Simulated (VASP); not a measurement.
# Mg (P6_3/mmc) in VASP: further runs, part 3 of 3

VASP 6.6.1. Earlier steps stand in the parts before.

**5. Electric field gradients, LDA (volume scaled by 1.06)**

Input file INCAR:

```
PREC     = Accurate       # precision mode
ENCUT    = 520            # plane-wave cutoff, eV
EDIFF    = 1E-8           # SCF threshold, eV
ISMEAR   = -1             # smearing method
SIGMA    = 0.05           # smearing width, eV
LREAL    = False          # projectors in reciprocal space
LASPH    = True           # aspherical terms in the spheres
NELM     = 60             # most SCF steps
ALGO     = Normal         # electronic algorithm
ISIF     = 2              # what is computed and relaxed
LWAVE    = False          # write WAVECAR
LCHARG   = False          # write CHGCAR
GGA      = CA             # functional
LEFG     = True         
NBANDS   = 9              # bands
```

Input file KPOINTS:

```
Automatic mesh
0
Gamma
  12 12 7
```

Input file POSCAR:

```
Mg
1.0
    3.2722144052      0.0000000000      0.0000000000
   -1.6361072025      2.8338208015      0.0000000000
    0.0000000000      0.0000000000      5.3125192770
Mg
2
Direct
    0.3333333333      0.6666666667      0.2500000000
    0.6666666667      0.3333333333      0.7500000000
```

Potentials or basis: VASP PAW LDA potentials, release 64 (Mg).

Launch:

```sh
$ cat potpaw_LDA.64/Mg/POTCAR > POTCAR
$ mpirun -np 1 vasp_std > vasp.out
```

OUTCAR:

```text
PREC = Accurate
   ENCUT = 520
   EDIFF = 1E-8
   ISMEAR = -1
   LREAL = False
   LASPH = True
   NELM = 60
   ISIF = 2
   GGA = CA

 ion  position               nearest neighbor table
   1  0.333  0.667  0.250-   2 3.26   2 3.26   2 3.26   2 3.26   2 3.26   2 3.26
   2  0.667  0.333  0.750-   1 3.26   1 3.26   1 3.26   1 3.26   1 3.26   1 3.26

  LATTYP: Found a hexagonal cell.
 ALAT       =     3.2722144052
 C/A-ratio  =     1.6235242008

  Lattice vectors:

 A1 = (   3.2722144052,   0.0000000000,   0.0000000000)
 A2 = (  -1.6361072025,   2.8338208015,   0.0000000000)
 A3 = (   0.0000000000,   0.0000000000,   5.3125192770)

Analysis of symmetry for initial positions (statically):
[... 35 lines left out ...]
                                     Primitive cell

  volume of cell :      49.2623

  direct lattice vectors                    reciprocal lattice vectors
     3.272214405  0.000000000  0.000000000     0.305603447  0.176440232  0.000000000
    -1.636107203  2.833820801  0.000000000     0.000000000  0.352880464  0.000000000
     0.000000000  0.000000000  5.312519277     0.000000000  0.000000000  0.188234611

  length of vectors
     3.272214405  3.272214405  5.312519277     0.352880464  0.352880464  0.188234611

  position of ions in fractional coordinates (direct lattice)
     0.333333333  0.666666667  0.250000000
     0.666666667  0.333333333  0.750000000

  ion indices of the primitive-cell ions
   primitive index   ion index
                 1           1
                 2           2

----------------------------------------------------------------------------------------
[... 125 lines left out ...]
  band No.  band energies     occupation
      1      -4.5066      2.00000
      2       0.5835      2.00000
      3       0.8328      2.00000
      4      12.5111      0.00000
      5      12.5111      0.00000
      6      12.6134      0.00000
      7      12.6134      0.00000
      8      13.5420      0.00000
      9      14.8481      0.00000
[... 265 lines left out ...]
 k-point    24 :       0.3333    0.0000    0.1429
  band No.  band energies     occupation
      1      -2.3369      2.00000
      2       1.3121      2.00000
      3       3.5351      0.00000
      4       4.4058      0.00000
      5       7.1681      0.00000
      6       9.1083      0.00000
      7       9.4879      0.00000
      8      10.7632      0.00000
      9      12.3604      0.00000

 [... further k-points ...]
[... 5 lines left out ...]
  --------------------------------------------------------------------------------------
  -------------------------------------------------------------------------------------
  Total       -1.2352422     -1.2352422     -1.4916375     -0.0000000     -0.0000000      0.0000000
  in kB      -40.1742746    -40.1742746    -48.5131208     -0.0000000     -0.0000000      0.0000000
  external PRESSURE =     -42.9538900 kB  Pullay stress =       0.0000000 kB

 VOLUME and BASIS-vectors are now :
 -----------------------------------------------------------------------------
  energy-cutoff  :      520.00
  volume of cell :       49.26
      direct lattice vectors                 reciprocal lattice vectors
     3.272214405  0.000000000  0.000000000     0.305603447  0.176440232  0.000000000
    -1.636107203  2.833820801  0.000000000     0.000000000  0.352880464  0.000000000
     0.000000000  0.000000000  5.312519277     0.000000000  0.000000000  0.188234611

 POSITION                                       TOTAL-FORCE (eV/Angst)
 -----------------------------------------------------------------------------------
     -0.00000      1.88921      1.32813        -0.000000     -0.000000      0.000000
      1.63611      0.94461      3.98439         0.000000      0.000000      0.000000
 -----------------------------------------------------------------------------------
    total drift:                                0.000000     -0.000000      0.000000

  FREE ENERGIE OF THE ION-ELECTRON SYSTEM (eV)
  ---------------------------------------------------
  free  energy   TOTEN  =        -3.5273727770 eV

  energy  without entropy=       -3.5190207669  energy(sigma->0) =       -3.52319677

 Electric field gradients (V/A^2)
---------------------------------------------------------------------
 ion       V_xx      V_yy      V_zz      V_xy      V_xz      V_yz
---------------------------------------------------------------------
   1      -0.618    -0.618     1.237     0.000    -0.000     0.000
   2      -0.618    -0.618     1.237     0.000     0.000    -0.000
---------------------------------------------------------------------

 Electric field gradients after diagonalization (V/A^2)
 (convention: |V_zz| > |V_xx| > |V_yy|)
----------------------------------------------------------------------
 ion       V_xx      V_yy      V_zz     asymmetry (V_yy - V_xx)/ V_zz
----------------------------------------------------------------------
   1      -0.618    -0.618     1.237       0.000
   2      -0.618    -0.618     1.237       0.000
----------------------------------------------------------------------

           NMR quadrupolar parameters

 Cq : quadrupolar parameter    Cq=e*Q*V_zz/h
 eta: asymmetry parameters     (V_yy - V_xx)/ V_zz
 Q  : nuclear electric quadrupole moment in mb (millibarn)
----------------------------------------------------------------------
 ion       Cq(MHz)       eta       Q (mb)
----------------------------------------------------------------------
   1       0.003       0.000       1.000
   2       0.003       0.000       1.000
----------------------------------------------------------------------
```

stdout:

```text
POSCAR found type information on POSCAR Mg
 POSCAR found :  1 types and       2 ions
 scaLAPACK will be used
 LDA part: xc-table for (Slater(with rela. corr.)+CA(PZ))
 , standard interpolation
 POSCAR, INCAR and KPOINTS ok, starting setup
 FFT: planning ... GRIDC
 FFT: planning ... GRID_SOFT
 FFT: planning ... GRID
 WAVECAR not read
 entering main loop
ion   1

ion   2
```

It took 13 s on 1 thread of Intel Xeon Platinum 8259CL at 2.50GHz (Skylake/Cascade Lake), shared host; peak memory 0.15 GiB.

What came out:

```yaml
Free_energy: -3.5274 eV
Pressure: -4.3 GPa
Band_gap_on_the_k_mesh: zero (band 2 reaches 3.11 eV, above the bottom of band 3 at 0.83 eV)
```

Levels at points of the mesh, in eV from the Fermi level:
```
           k point  band 1  band 2  band 3  band 4  band 5
(0.00, 0.00, 0.00)   -6.58   -1.49   -1.24   10.44   10.44
(0.50, 0.00, 0.00)   -2.05   -1.96    2.60    3.08    3.08
```

Electric field gradients, principal values (V/Å²):
| atom | least | middle | greatest (by size) |
| --- | --- | --- | --- |
| 1 Mg | -0.618 | -0.618 | 1.237 |
| 2 Mg | -0.618 | -0.618 | 1.237 |

Caveat: without QUAD_EFG the Cq values of the log hold for a quadrupole moment of 1 mb, not for the nuclei.

**6. Electric field gradients, LDA (volume scaled by 1.06)**

Input file INCAR:

```
  ALGO = Normal
  EDIFF = 1E-8
  ENCUT = 520
  ISIF = 2
  ISMEAR = -1
  LASPH = T
  LCHARG = F
  LEFG = T
  LREAL = F
  LWAVE = F
  NBANDS = 9
  NELM = 100
  PREC = Accurate
  SIGMA = 0.05
```

Input file KPOINTS:

```
k-points
0
Gamma
  12 12 7
```

POSCAR is that of step 5.

Potentials or basis: VASP PAW LDA potentials, release 64 (Mg).

Launch:

```sh
$ cat potpaw_LDA.64/Mg/POTCAR > POTCAR
$ mpirun -np 1 vasp_std > vasp.out
```

OUTCAR:

```text
EDIFF = 1E-8
   ENCUT = 520
   ISIF = 2
   ISMEAR = -1
   LASPH = T
   LREAL = F
   NELM = 100
   PREC = Accurate

 ion  position               nearest neighbor table
   1  0.333  0.667  0.250-   2 3.26   2 3.26   2 3.26   2 3.26   2 3.26   2 3.26
   2  0.667  0.333  0.750-   1 3.26   1 3.26   1 3.26   1 3.26   1 3.26   1 3.26

  LATTYP: Found a hexagonal cell.
 ALAT       =     3.2722144052
 C/A-ratio  =     1.6235242008

  Lattice vectors:

 A1 = (   3.2722144052,   0.0000000000,   0.0000000000)
 A2 = (  -1.6361072025,   2.8338208015,   0.0000000000)
 A3 = (   0.0000000000,   0.0000000000,   5.3125192770)

Analysis of symmetry for initial positions (statically):
=====================================================================
 Subroutine PRICEL returns:
 Original cell was already a primitive cell.

 Routine SETGRP: Setting up the symmetry group for a
 hexagonal supercell.

 Subroutine GETGRP returns: Found 24 space group operations
 (whereof 12 operations were pure point group operations)
 out of a pool of 24 trial point group operations.

The static configuration has the point symmetry D_3d.
 The point group associated with its full space group is D_6h.

Analysis of symmetry for dynamics (positions and initial velocities):
=====================================================================
 Subroutine PRICEL returns:
 Original cell was already a primitive cell.

 Routine SETGRP: Setting up the symmetry group for a
 hexagonal supercell.

 Subroutine GETGRP returns: Found 24 space group operations
 (whereof 12 operations were pure point group operations)
 out of a pool of 24 trial point group operations.
[... 433 lines left out ...]
  band No.  band energies     occupation
      1      -2.3369      2.00000
      2       1.3121      2.00000
      3       3.5351      0.00000
      4       4.4058      0.00000
      5       7.1681      0.00000
      6       9.1083      0.00000
      7       9.4879      0.00000
      8      10.7632      0.00000
      9      12.3604      0.00000

 [... further k-points ...]

------------------------ aborting loop because EDIFF is reached ----------------------------------------

  FORCE on cell =-STRESS in cart. coord.  units (eV):
  Direction    XX          YY          ZZ          XY          YZ          ZX
  --------------------------------------------------------------------------------------
  -------------------------------------------------------------------------------------
  Total       -1.2352422     -1.2352422     -1.4916375     -0.0000000     -0.0000000      0.0000000
  in kB      -40.1742746    -40.1742746    -48.5131208     -0.0000000     -0.0000000      0.0000000
  external PRESSURE =     -42.9538900 kB  Pullay stress =       0.0000000 kB

 VOLUME and BASIS-vectors are now :
 -----------------------------------------------------------------------------
  energy-cutoff  :      520.00
  volume of cell :       49.26
      direct lattice vectors                 reciprocal lattice vectors
     3.272214405  0.000000000  0.000000000     0.305603447  0.176440232  0.000000000
    -1.636107203  2.833820801  0.000000000     0.000000000  0.352880464  0.000000000
     0.000000000  0.000000000  5.312519277     0.000000000  0.000000000  0.188234611

 POSITION                                       TOTAL-FORCE (eV/Angst)
 -----------------------------------------------------------------------------------
     -0.00000      1.88921      1.32813        -0.000000     -0.000000      0.000000
      1.63611      0.94461      3.98439         0.000000      0.000000      0.000000
 -----------------------------------------------------------------------------------
    total drift:                                0.000000     -0.000000      0.000000

  FREE ENERGIE OF THE ION-ELECTRON SYSTEM (eV)
  ---------------------------------------------------
  free  energy   TOTEN  =        -3.5273727770 eV

  energy  without entropy=       -3.5190207669  energy(sigma->0) =       -3.52319677

 Electric field gradients (V/A^2)
---------------------------------------------------------------------
 ion       V_xx      V_yy      V_zz      V_xy      V_xz      V_yz
---------------------------------------------------------------------
   1      -0.618    -0.618     1.237     0.000    -0.000     0.000
   2      -0.618    -0.618     1.237     0.000     0.000    -0.000
---------------------------------------------------------------------

 Electric field gradients after diagonalization (V/A^2)
 (convention: |V_zz| > |V_xx| > |V_yy|)
----------------------------------------------------------------------
 ion       V_xx      V_yy      V_zz     asymmetry (V_yy - V_xx)/ V_zz
----------------------------------------------------------------------
   1      -0.618    -0.618     1.237       0.000
   2      -0.618    -0.618     1.237       0.000
----------------------------------------------------------------------

           NMR quadrupolar parameters

 Cq : quadrupolar parameter    Cq=e*Q*V_zz/h
 eta: asymmetry parameters     (V_yy - V_xx)/ V_zz
 Q  : nuclear electric quadrupole moment in mb (millibarn)
----------------------------------------------------------------------
 ion       Cq(MHz)       eta       Q (mb)
----------------------------------------------------------------------
   1       0.003       0.000       1.000
   2       0.003       0.000       1.000
----------------------------------------------------------------------
```

OSZICAR:

```text
N       E                     dE             d eps       ncg     rms          rms(c)
DAV:   1    -0.954275246622E+00   -0.95428E+00   -0.12326E+03  1368   0.308E+02
DAV:   2    -0.351387550826E+01   -0.25596E+01   -0.24990E+01  1820   0.268E+01
DAV:   3    -0.354870227896E+01   -0.34827E-01   -0.34606E-01  1738   0.262E+00
DAV:   4    -0.354880200926E+01   -0.99730E-04   -0.99726E-04  1780   0.147E-01
DAV:   5    -0.354880228449E+01   -0.27524E-06   -0.27528E-06  1703   0.718E-03    0.955E-01
DAV:   6    -0.353697639546E+01    0.11826E-01   -0.10539E-03  1634   0.172E-01    0.607E-01
DAV:   7    -0.352738360014E+01    0.95928E-02   -0.36012E-03  1455   0.313E-01    0.326E-02
DAV:   8    -0.352737408082E+01    0.95193E-05   -0.20427E-05  1929   0.232E-02    0.673E-03
DAV:   9    -0.352737277241E+01    0.13084E-05   -0.56683E-07  1564   0.322E-03    0.618E-04
DAV:  10    -0.352737277704E+01   -0.46204E-08   -0.37973E-09  1790   0.359E-04
   1 F= -.35273728E+01 E0= -.35231968E+01  d E =-.835201E-02
```

It took 13 s on 1 thread of Intel Xeon Platinum 8259CL at 2.50GHz (Skylake/Cascade Lake), shared host; peak memory 0.15 GiB.

Results:

```
Free energy            : -3.5274 eV
Pressure               : -4.3 GPa
Band gap on the k mesh : zero (band 2 reaches 3.11 eV, above the bottom of band 3 at 0.83 eV)
```

Electric field gradients, principal values (V/Å²):
```csv
atom,least,middle,greatest (by size)
1 Mg,-0.618,-0.618,1.237
2 Mg,-0.618,-0.618,1.237
```

Caveat: without QUAD_EFG the Cq values of the log hold for a quadrupole moment of 1 mb, not for the nuclei.

**7. Summary**

```csv
cell,gap on the mesh (eV),pressure (GPa)
"a = 3.231, b = 3.231, c = 5.245 Å, angles 90.0, 90.0, 120.0°, 2 atoms",none,-3.4
"a = 3.209, b = 3.209, c = 5.315 Å, angles 90.0, 90.0, 120.0°, 2 atoms",none,-3.4
"a = 3.272, b = 3.272, c = 5.313 Å, angles 90.0, 90.0, 120.0°, 2 atoms",none,-4.3
```

Alike in all rows: task electric field gradients; level LDA; potentials or basis VASP PAW LDA potentials, release 64 (Mg); no spin polarisation; k mesh 12 × 12 × 7; cutoff (eV) 520; smearing fermi-dirac 0.05 eV.

Absolute energies hang on the potentials; compare differences alone.
